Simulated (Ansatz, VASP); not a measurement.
One calculation of Li2RhN2, two programs

```
CELL_PARAMETERS angstrom
3.22146 0.00000 0.00000
-1.61073 2.78987 0.00000
0.00000 0.00000 5.07597
ATOMIC_POSITIONS crystal
Li 0.66667 0.33333 0.35449
Li 0.33333 0.66667 0.64551
Rh 0.00000 0.00000 0.00000
N 0.66667 0.33333 0.79069
N 0.33333 0.66667 0.20931
```

Alike in both runs: task single point; functional PBE; k mesh 6 × 6 × 4; occupations gaussian, width 0.1 eV; no spin polarisation.

|  | VASP | Ansatz |
| --- | --- | --- |
| version | VASP 6.6.1 | Ansatz 0.2.0 |
| potentials or method | VASP PAW PBE potentials, release 64 (Li_sv, Rh_pv, N), cutoff 520 eV | scalar-relativistic, plane waves, PAW |
| valence electrons in the cell | 31 | 33 |

```tsv
	VASP	Ansatz	Ansatz less VASP
gap on the k mesh at the Fermi level (eV)	none	none	-
rms of the force components (eV/Å)	0.030	0.030	-0.0005
```

Atom by atom the forces differ by 0.004 eV/Å (rms over components). A gap of «none» marks a metal or a gap that the smearing closes. VASP's potentials hold 31 valence electrons a cell and Ansatz's 33, so a difference there can come from the potentials and not from the codes.

The k mesh is coarse, so the values compare programs but aren't converged. Noted on VASP's run: the cutoff is short for stress, so the pressure is rough.
